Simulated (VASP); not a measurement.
WSe: single point with PBE+U

WSe:

```
W Se
1.0
     3.14857    0.00000    0.00000
     0.00000    3.14857    0.00000
     0.00000    0.00000    3.14857
W Se
1 1
Direct
  0.00000 0.00000 0.00000
  0.50000 0.50000 0.50000
```

| Property | Result |
| --- | --- |
| Program | VASP 6.6.1 |
| Task | single point |
| Functional | PBE |
| Potentials or basis | VASP PAW PBE potentials, release 64 (W_sv, Se) |
| Cutoff | 520 eV |
| k mesh | 14 × 14 × 14 |
| Occupations | gaussian, width 0.05 eV |
| Spin | collinear spin, ferromagnetic start |
| Starting moments | [2.5, 0.0] μB |
| Hubbard terms | W d U = 5.0 eV |
| Dipole correction | no |
| Further INCAR settings | ALGO = Normal; EDIFF = 1e-06; NBANDS = 21 |

| Property | Result |
| --- | --- |
| Pressure | 16.9 GPa |
| Net moment | 1.51 μB per cell |
| Site moments | W +1.37; Se -0.11 μB |
| Valence electrons inside the program's atomic spheres | W 11.89; Se 3.94 |

Levels at points of the mesh, in eV from the Fermi level:
Spin up:
```csv
k point,band 8,band 9,band 10,band 11,band 12,band 13,band 14,band 15
"(0.00, 0.00, 0.00)",-2.59,-2.59,-2.59,-0.46,-0.46,-0.46,0.86,9.42
"(0.50, 0.00, 0.00)",-4.85,-3.36,-0.11,2.03,3.86,3.86,4.47,4.67
"(0.50, 0.50, 0.00)",-4.73,-2.27,-2.27,-0.92,-0.69,2.53,3.55,9.24
"(0.50, 0.50, 0.50)",-8.71,1.53,1.53,1.53,2.68,2.68,4.36,4.36
```
Spin down:
```csv
k point,band 6,band 7,band 8,band 9,band 10,band 11,band 12,band 13
"(0.00, 0.00, 0.00)",-3.72,-3.72,-2.56,-2.56,-2.56,1.36,2.66,2.66
"(0.50, 0.00, 0.00)",-9.99,-3.61,-3.61,-2.60,2.85,3.15,4.60,4.95
"(0.50, 0.50, 0.00)",-7.02,-7.02,-4.03,-0.98,0.42,0.42,1.56,3.48
"(0.50, 0.50, 0.50)",-7.82,-7.82,-7.82,1.94,1.94,1.94,3.63,3.63
```

Eigenvalues of the final occupation matrices:
```tsv
site	spin	trace	eigenvalues
site 1 d	1	2.37	0.37 0.37 0.54 0.54 0.54
site 1 d	2	1.04	0.13 0.13 0.13 0.33 0.33
```

Run time: 3.1 min on 1 thread of AMD EPYC 7R43 64-Core Processor (Zen 3), with other jobs on the host, peak memory 0.2 GiB.

Caveat: spin-orbit coupling is left out, which moves the levels of the heavy elements. The state reached can hang on the start; a lower one may exist.
